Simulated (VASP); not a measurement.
The system is W.

```
CELL_PARAMETERS angstrom
0.00000 2.74000 2.74000
2.74000 0.00000 2.74000
2.74000 2.74000 0.00000
ATOMIC_POSITIONS crystal
W 0.00000 0.00000 0.00000
W 0.25000 0.25000 0.25000
```

* Program: VASP 6.6.1
* Task: relaxation of cell and atoms
* Functional: PBE
* Potentials or basis: VASP PAW PBE potentials, release 64 (W_sv)
* Cutoff: 600 eV
* k mesh: 15 × 15 × 15
* Occupations: gaussian, width 0.1 eV
* Spin: no spin polarisation

At the start: pressure 33.4 GPa; volume 20.57 Å³/atom.

**Question.** Where does the relaxation end?

**Answer.** Over 5 steps the energy falls by 381.9 meV/atom and the volume is 24.86 Å³/atom (+20.9 %); space group Fd-3m (No. 227, to 0.05 Å).

The path:
```csv
step,energy change (eV),largest force (eV/Å),pressure (GPa),volume (Å³)
1,0.0000,0.0000,33.37,41.14
2,1.3057,0.0000,-21.36,72.29
3,-0.7553,0.0000,-2.49,50.80
4,-0.7635,0.0000,-0.50,49.94
5,-0.7639,0.0000,0.00,49.73
```

Final structure:
```
CELL_PARAMETERS angstrom
0.00000 2.91871 2.91871
2.91871 0.00000 2.91871
2.91871 2.91871 0.00000
ATOMIC_POSITIONS crystal
W 0.00000 0.00000 0.00000
W 0.25000 0.25000 0.25000
```

Caveat: the volume moved by over 15 % at a fixed basis, so the end points are rough.
